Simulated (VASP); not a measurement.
# GaN (F-43m) in VASP: a series of runs

Aim: see how the results for GaN move with the level of theory and the settings. Levels: r2SCAN, PBE. Tasks: relaxation of cell and atoms, single point.

All numbers are computed with VASP 6.6.1; they aren't measurements. Logs are shortened: lines on timing, memory, paths and dates and some standing lists are left out, and cuts for length are marked.

### 1 The cell of the first run

Symmetry: F-43m, No. 216, cubic system. The conventional cell has a = 4.548 Å, b = 4.548 Å, c = 4.548 Å, α = 90.00°, β = 90.00°, γ = 90.00°. Within 2.6 Å of Ga (site symmetry -43m) lie 4 N at 1.97 Å. Within 2.6 Å of N (site symmetry -43m) lie 4 Ga at 1.97 Å.

### 2 Relaxation of cell and atoms, r2SCAN

POSCAR reads:

```
GaN
1.0
    0.0000000000      2.2741788551      2.2741788551
    2.2741788551      0.0000000000      2.2741788551
    2.2741788551      2.2741788551      0.0000000000
Ga N
1 1
Direct
    0.0000000000      0.0000000000      0.0000000000
    0.2500000000      0.2500000000      0.2500000000
```

INCAR.step1 reads:

```
SYSTEM = GaN
PREC = Accurate
ENCUT = 600
ISMEAR = -1
SIGMA = 0.02
LREAL = .FALSE.
LASPH = .TRUE.
NELM = 100
GGA = PE
ALGO = Normal
EDIFF = 1E-4
LWAVE = .TRUE.
LCHARG = .FALSE.
```

INCAR.step2 reads:

```
SYSTEM = GaN
PREC = Accurate
ENCUT = 600
EDIFF = 1E-6
ISMEAR = -1
SIGMA = 0.02
LREAL = .FALSE.
LASPH = .TRUE.
NELM = 100
ALGO = Normal
ISIF = 3
LWAVE = .FALSE.
LCHARG = .FALSE.
METAGGA = R2SCAN
LMIXTAU = .TRUE.
IBRION = 2
NSW = 80
EDIFFG = -0.005
ISTART = 1
```

KPOINTS reads:

```
regular mesh
0
G
  8 8 8
  0 0 0
```

Potentials or basis: VASP PAW PBE potentials, release 64 (Ga_d, N).

On the command line:

```bash
> cat potpaw_PBE.64/Ga_d/POTCAR potpaw_PBE.64/N/POTCAR > POTCAR
> cp INCAR.step1 INCAR
> mpirun -np 1 vasp_std > vasp.out
> cp INCAR.step2 INCAR
> mpirun -np 1 vasp_std > vasp.out
```

OUTCAR:

```text
SYSTEM = GaN
   PREC = Accurate
   ENCUT = 600
   EDIFF = 1E-6
   ISMEAR = -1
   LREAL = .FALSE.
   LASPH = .TRUE.
   NELM = 100
   ISIF = 3
   METAGGA = R2SCAN
   IBRION = 2
   NSW = 80
   EDIFFG = -0.005
   ISTART = 1

 ion  position               nearest neighbor table
   1  0.000  0.000  0.000-   2 1.97   2 1.97   2 1.97   2 1.97
   2  0.250  0.250  0.250-   1 1.97   1 1.97   1 1.97   1 1.97

  LATTYP: Found a face centered cubic cell.
 ALAT       =     4.5483577102

  Lattice vectors:

 A1 = (   0.0000000000,   2.2741788551,   2.2741788551)
 A2 = (   2.2741788551,   0.0000000000,   2.2741788551)
 A3 = (   2.2741788551,   2.2741788551,   0.0000000000)

Analysis of symmetry for initial positions (statically):
[... 5 lines left out ...]
 face centered cubic supercell.

 Subroutine GETGRP returns: Found 24 space group operations
 (whereof 24 operations were pure point group operations)
 out of a pool of 48 trial point group operations.

The static configuration has the point symmetry T_d .

Analysis of symmetry for dynamics (positions and initial velocities):
[... 5 lines left out ...]
 face centered cubic supercell.

 Subroutine GETGRP returns: Found 24 space group operations
 (whereof 24 operations were pure point group operations)
 out of a pool of 48 trial point group operations.

The dynamic configuration has the point symmetry T_d .

 Subroutine INISYM returns: Found 24 space group operations
 (whereof 24 operations are pure point group operations),
 and found     1 'primitive' translations

----------------------------------------------------------------------------------------

                                     Primitive cell

  volume of cell :      23.5236

  direct lattice vectors                    reciprocal lattice vectors
     0.000000000  2.274178855  2.274178855    -0.219859577  0.219859577  0.219859577
     2.274178855  0.000000000  2.274178855     0.219859577 -0.219859577  0.219859577
     2.274178855  2.274178855  0.000000000     0.219859577  0.219859577 -0.219859577

  length of vectors
     3.216174580  3.216174580  3.216174580     0.380807957  0.380807957  0.380807957

  position of ions in fractional coordinates (direct lattice)
     0.000000000  0.000000000  0.000000000
     0.250000000  0.250000000  0.250000000

  ion indices of the primitive-cell ions
   primitive index   ion index
                 1           1
                 2           2

----------------------------------------------------------------------------------------

 KPOINTS: regular mesh

[... 81 lines left out ...]
   EFERMI =   0.00;   METHOD = LEGACY
   ISMEAR =    -1;   SIGMA  =   0.02  broadening in eV -4-tet -1-fermi 0-gaus
   EFERMI_NEDOS =   21; number of points for ismear=-14 and -15
   IALGO  =     38    algorithm
   IMIX   =      4    mixing-type and parameters
     AMIX     =   0.40;   BMIX     =  1.00
     AMIX_MAG =   1.60;   BMIX_MAG =  1.00
  volume/ion in A,a.u.               =      11.76        79.37
  Fermi-wavevector in a.u.,A,eV,Ry     =   1.497377  2.829632 30.506123  2.242137
  Thomas-Fermi vector in A             =   2.609272
   LORBIT       =      0    0 simple, 1 ext, 2 COOP (PROOUT), +10 PAW based schemes
   METAGGA = R2SCAN    functional components
   LHFCALC =     F    Hartree Fock is set to
   AEXX    =    0.0000 exact exchange contribution
   IVDW    =     0    specifies the selected vdW correction
   LEPSILON=     F    determine dielectric tensor
   LRPA    =     F    only Hartree local field effects (RPA)
 conjugate gradient relaxation of ions
 non-spin polarized calculation
  energy-cutoff  :      600.00
  volume of cell :       23.52
 maximum number of plane-waves:       817
 NGX is ok and might be reduce to    28
   NGX = 13   NGY = 13   NGZ = 13

--------------------------------------- Ionic step        1  -------------------------------------------

 number of electron      18.0000002 magnetization

 Free energy of the ion-electron system (eV)
  ---------------------------------------------------
  ext. energy  EPLUGINS =         0.00000000
  ---------------------------------------------------
  free energy    TOTEN  =       -21.88774946 eV

  energy without entropy =      -21.88774946  energy(sigma->0) =      -21.88774946

------------------------ aborting loop because EDIFF is reached ----------------------------------------

  FORCE on cell =-STRESS in cart. coord.  units (eV):
  Direction    XX          YY          ZZ          XY          YZ          ZX
  --------------------------------------------------------------------------------------
  -------------------------------------------------------------------------------------
  Total       -0.7464075     -0.7464075     -0.7464075     -0.0000000     -0.0000000     -0.0000000
  in kB      -50.8373321    -50.8373321    -50.8373321     -0.0000000     -0.0000000     -0.0000000
  external PRESSURE =     -50.8373321 kB  Pullay stress =       0.0000000 kB
[... 95 lines left out ...]
--------------------------------------- Ionic step        4  -------------------------------------------

 number of electron      18.0000005 magnetization

 Free energy of the ion-electron system (eV)
  ---------------------------------------------------
  ext. energy  EPLUGINS =         0.00000000
  ---------------------------------------------------
  free energy    TOTEN  =       -21.89839861 eV

  energy without entropy =      -21.89839861  energy(sigma->0) =      -21.89839861

 E-fermi :   5.4058     XC(G=0): -12.6354

 val. band max:        5.0185952953   @ k =   0.0000   0.0000   0.0000
 cond. band min:       7.1391359694   @ k =   0.0000   0.0000   0.0000
 fundamental gap:      2.1205406741
 Fermi energy:         5.4058278073

 k-point     1 :       0.0000    0.0000    0.0000
  band No.  band energies     occupation
      1     -11.7136      2.00000
      2      -8.8137      2.00000
      3      -8.8137      2.00000
      4      -8.8137      2.00000
      5      -8.4628      2.00000
      6      -8.4628      2.00000
      7       5.0186      2.00000
      8       5.0186      2.00000
      9       5.0186      2.00000
     10       7.1391      0.00000
     11      16.0236      0.00000
     12      16.0236      0.00000
     13      16.0237      0.00000
[... 354 lines left out ...]
  band No.  band energies     occupation
      1     -10.6207      2.00000
      2      -8.6950      2.00000
      3      -8.6356      2.00000
      4      -8.4850      2.00000
      5      -8.4314      2.00000
      6      -7.0447      2.00000
      7      -1.4979      2.00000
      8       1.9576      2.00000
      9       3.2057      2.00000
     10      12.2390      0.00000
     11      12.5863      0.00000
     12      15.8568      0.00000
     13      17.4708      0.00000

 [... further k-points ...]
[... 5 lines left out ...]
  --------------------------------------------------------------------------------------
  -------------------------------------------------------------------------------------
  Total       -0.0078769     -0.0078769     -0.0078769      0.0000000      0.0000000      0.0000000
  in kB       -0.5515005     -0.5515005     -0.5515005      0.0000000      0.0000000      0.0000000
  external PRESSURE =      -0.5515005 kB  Pullay stress =       0.0000000 kB
[... 17 lines left out ...]
  FREE ENERGIE OF THE ION-ELECTRON SYSTEM (eV)
  ---------------------------------------------------
  free  energy   TOTEN  =       -21.8983986086 eV

  energy  without entropy=      -21.8983986086  energy(sigma->0) =      -21.89839861

 reached required accuracy - stopping structural energy minimisation
```

OUTCAR.step1:

```text
SYSTEM = GaN
   PREC = Accurate
   ENCUT = 600
   ISMEAR = -1
   LREAL = .FALSE.
   LASPH = .TRUE.
[... 605 lines left out ...]
      0.00000      0.00000      0.00000        -0.000000      0.000000     -0.000000
      1.13709      1.13709      1.13709         0.000000     -0.000000      0.000000
 -----------------------------------------------------------------------------------
    total drift:                                0.000001      0.000001      0.000001

  FREE ENERGIE OF THE ION-ELECTRON SYSTEM (eV)
  ---------------------------------------------------
  free  energy   TOTEN  =       -12.1545200566 eV

  energy  without entropy=      -12.1545200565  energy(sigma->0) =      -12.15452006
```

OSZICAR.step1:

```text
N       E                     dE             d eps       ncg     rms          rms(c)
DAV:   1     0.969524002922E+02    0.96952E+02   -0.10560E+04   802   0.262E+03
DAV:   2    -0.511927549556E+01   -0.10207E+03   -0.94982E+02   877   0.401E+02
DAV:   3    -0.139378747517E+02   -0.88186E+01   -0.87428E+01   844   0.995E+01
DAV:   4    -0.141109078634E+02   -0.17303E+00   -0.17289E+00   917   0.148E+01
DAV:   5    -0.141129638612E+02   -0.20560E-02   -0.20559E-02   844   0.140E+00    0.761E+00
DAV:   6    -0.121520667179E+02    0.19609E+01   -0.60682E+00  1171   0.484E+01    0.265E+00
DAV:   7    -0.121618789652E+02   -0.98122E-02   -0.35352E-01   759   0.836E+00    0.175E+00
DAV:   8    -0.121596734630E+02    0.22055E-02   -0.76739E-02   847   0.457E+00    0.816E-01
DAV:   9    -0.121542382718E+02    0.54352E-02   -0.22478E-02  1161   0.380E+00    0.200E-01
DAV:  10    -0.121545952226E+02   -0.35695E-03   -0.17742E-03   862   0.678E-01    0.750E-02
DAV:  11    -0.121545200566E+02    0.75166E-04   -0.28865E-04   705   0.333E-01
   1 F= -.12154520E+02 E0= -.12154520E+02  d E =-.187616E-10
```

It took 75 s on 1 thread of Intel Xeon 6975P-C (Granite Rapids), shared host; peak memory 0.18 GiB.

What came out:

| Quantity | Value |
| --- | --- |
| Free energy | -21.8984 eV |
| Relaxed volume | 11.44 Å³/atom |
| Relaxed cell | a = 3.187 Å, b = 3.187 Å, c = 3.187 Å, α = 60.00°, β = 60.00°, γ = 60.00° |
| Space group after relaxing (to 0.05 Å) | F-43m (No. 216) |
| Energy gained by relaxing | 5.3 meV/atom |
| Ionic steps | 4 |
| Pressure after relaxing | -0.1 GPa |
| Band gap on the k mesh | 2.12 eV, direct |

The path:
| step | energy change (eV) | largest force (eV/Å) | pressure (GPa) | volume (Å³) |
| --- | --- | --- | --- | --- |
| 1 | 0.0000 | 0.0000 | -5.08 | 23.52 |
| 2 | -0.0005 | 0.0000 | 6.22 | 22.28 |
| 3 | -0.0106 | 0.0000 | 0.19 | 22.86 |
| 4 | -0.0106 | 0.0000 | -0.06 | 22.88 |

Final structure:
```yaml
crystal:
  lattice:
    - [0.00000, 2.25336, 2.25336]
    - [2.25336, 0.00000, 2.25336]
    - [2.25336, 2.25336, 0.00000]
  atoms:
    - { symbol: Ga, position: [0.00000, 0.00000, 0.00000] }
    - { symbol: N, position: [0.25000, 0.25000, 0.25000] }
```

Levels at points of the mesh, in eV from the valence-band top:
| k point | band 6 | band 7 | band 8 | band 9 | band 10 | band 11 | band 12 | band 13 |
| --- | --- | --- | --- | --- | --- | --- | --- | --- |
| (0.00, 0.00, 0.00) | -13.48 | 0.00 | 0.00 | 0.00 | 2.12 | 11.00 | 11.00 | 11.01 |
| (0.50, 0.00, 0.00) | -12.35 | -7.16 | -1.00 | -1.00 | 5.16 | 9.44 | 11.00 | 11.00 |
| (0.50, 0.50, 0.00) | -11.97 | -6.22 | -2.78 | -2.78 | 3.77 | 7.24 | 12.58 | 14.94 |

Caveat: the PAW data sets were made with another functional, which shifts forces and pressure a little. r2SCAN opens gaps a little over a GGA but as a rule still falls short of measured ones.

### 3 Single point, PBE, non-collinear spin, zero start, spin-orbit coupling

This run uses another cell than the first one, of 11.37 Å³/atom, 0.967 times its volume.

INCAR reads:

```
SYSTEM = GaN
PREC     = Accurate       ! precision mode
ENCUT    = 520            ! plane-wave cutoff, eV
EDIFF    = 1E-6           ! SCF threshold, eV
ISMEAR   = 0              ! smearing method
SIGMA    = 0.01           ! smearing width, eV
LREAL    = .False.        ! projectors in reciprocal space
LASPH    = .True.         ! aspherical terms in the spheres
NELM     = 150            ! most SCF steps
ALGO     = Normal         ! electronic algorithm
ISIF     = 2              ! what is computed and relaxed
LWAVE    = .False.        ! write WAVECAR
LCHARG   = .False.        ! write CHGCAR
LNONCOLLINEAR= .True.         ! non-collinear magnetism
MAGMOM   = 0 0 0 0 0 0    ! initial moments
LORBIT   = 11             ! projections on sites
LSORBIT  = .True.         ! spin-orbit coupling
GGA_COMPAT= .False.      
LORBMOM  = .True.       
GGA      = PE             ! functional
NBANDS   = 30             ! bands
```

KPOINTS reads:

```
Automatic mesh
0
Gamma
  10 10 10
  0 0 0
```

POSCAR reads:

```
GaN
1.0
    0.0000000000      2.2489526566      2.2489526566
    2.2489526566      0.0000000000      2.2489526566
    2.2489526566      2.2489526566      0.0000000000
Ga N
1 1
Direct
    0.0000000000      0.0000000000      0.0000000000
    0.2500000000      0.2500000000      0.2500000000
```

Potentials or basis: VASP PAW PBE potentials, release 64 (Ga_d, N).

On the command line:

```bash
> cat potpaw_PBE.64/Ga_d/POTCAR potpaw_PBE.64/N/POTCAR > POTCAR
> mpirun -np 1 vasp_ncl > vasp.out
```

OUTCAR:

```text
SYSTEM = GaN
   PREC = Accurate
   ENCUT = 520
   EDIFF = 1E-6
   ISMEAR = 0
   LREAL = .False.
   LASPH = .True.
   NELM = 150
   ISIF = 2
   LNONCOLLINEAR = .True.
   LORBIT = 11
   LSORBIT = .True.
   GGA = PE

 ion  position               nearest neighbor table
   1  0.000  0.000  0.000-   2 1.95   2 1.95   2 1.95   2 1.95
   2  0.250  0.250  0.250-   1 1.95   1 1.95   1 1.95   1 1.95

  LATTYP: Found a face centered cubic cell.
 ALAT       =     4.4979053132

  Lattice vectors:

 A1 = (   0.0000000000,   2.2489526566,   2.2489526566)
 A2 = (   2.2489526566,   0.0000000000,   2.2489526566)
 A3 = (   2.2489526566,   2.2489526566,   0.0000000000)

Analysis of symmetry for initial positions (statically):
[... 5 lines left out ...]
 face centered cubic supercell.

 Subroutine GETGRP returns: Found 24 space group operations
 (whereof 24 operations were pure point group operations)
 out of a pool of 48 trial point group operations.

The static configuration has the point symmetry T_d .

Analysis of symmetry for dynamics (positions and initial velocities):
[... 5 lines left out ...]
 face centered cubic supercell.

 Subroutine GETGRP returns: Found 24 space group operations
 (whereof 24 operations were pure point group operations)
[... 1043 lines left out ...]
     0.0000000     0.0000000     0.0000000     0.0000000     0.0000000     0.0000000     0.0000000
     0.0000000     0.0000000     0.0000000     0.0000000     0.0000000     0.0000000     0.0000000
     0.0000000     0.0000000     0.0000000     0.0000000     0.0000000     0.0000000     0.0000000
     0.0000000     0.0000000     0.0000000     0.0000000     0.0000000     0.0000000     0.0000000
     0.0000000     0.0000000     0.0000000     0.0000000     0.0000000     0.0000000     0.0000000

 Ion:    2  E_soc:     -0.0000960
 l=   1
     0.0000000    -0.0000160    -0.0000160
    -0.0000160     0.0000000    -0.0000160
    -0.0000160    -0.0000160     0.0000000
 l=   2
     0.0000000     0.0000000     0.0000000     0.0000000     0.0000000
     0.0000000     0.0000000     0.0000000     0.0000000     0.0000000
     0.0000000     0.0000000     0.0000000     0.0000000     0.0000000
     0.0000000     0.0000000     0.0000000     0.0000000     0.0000000
     0.0000000     0.0000000     0.0000000     0.0000000     0.0000000
 l=   3
     0.0000000     0.0000000     0.0000000     0.0000000     0.0000000     0.0000000     0.0000000
     0.0000000     0.0000000     0.0000000     0.0000000     0.0000000     0.0000000     0.0000000
     0.0000000     0.0000000     0.0000000     0.0000000     0.0000000     0.0000000     0.0000000
     0.0000000     0.0000000     0.0000000     0.0000000     0.0000000     0.0000000     0.0000000
     0.0000000     0.0000000     0.0000000     0.0000000     0.0000000     0.0000000     0.0000000
     0.0000000     0.0000000     0.0000000     0.0000000     0.0000000     0.0000000     0.0000000
     0.0000000     0.0000000     0.0000000     0.0000000     0.0000000     0.0000000     0.0000000

 total charge

# of ion       s       p       d       tot
------------------------------------------
    1        0.791   0.906  10.182  11.878
    2        1.225   2.523   0.000   3.748
--------------------------------------------------
tot          2.015   3.429  10.182  15.626

 magnetization (x)

# of ion       s       p       d       tot
------------------------------------------
    1        0.000   0.000   0.000   0.000
    2        0.000   0.000   0.000   0.000
--------------------------------------------------
tot          0.000   0.000   0.000   0.000

 magnetization (y)

# of ion       s       p       d       tot
------------------------------------------
    1        0.000   0.000   0.000   0.000
    2        0.000  -0.000   0.000  -0.000
--------------------------------------------------
tot          0.000  -0.000   0.000  -0.000

 magnetization (z)

# of ion       s       p       d       tot
------------------------------------------
    1        0.000   0.000  -0.000   0.000
    2        0.000   0.000   0.000   0.000
--------------------------------------------------
tot          0.000   0.000  -0.000   0.000
```

Wall time 40 s (1 thread of Intel Xeon 6975P-C (Granite Rapids), shared host); peak memory 0.24 GiB.

What came out:

```yaml
Free_energy: -12.1436 eV
Pressure: 6.2 GPa
Net_moment: 0.00 μB per cell
Valence_electrons_inside_the_program's_atomic_spheres: Ga 11.88; N 3.75
```

Moments on the atoms (μB; x, y, z):
```
Ga  0.00 0.00 0.00
N   0.00 0.00 0.00
```
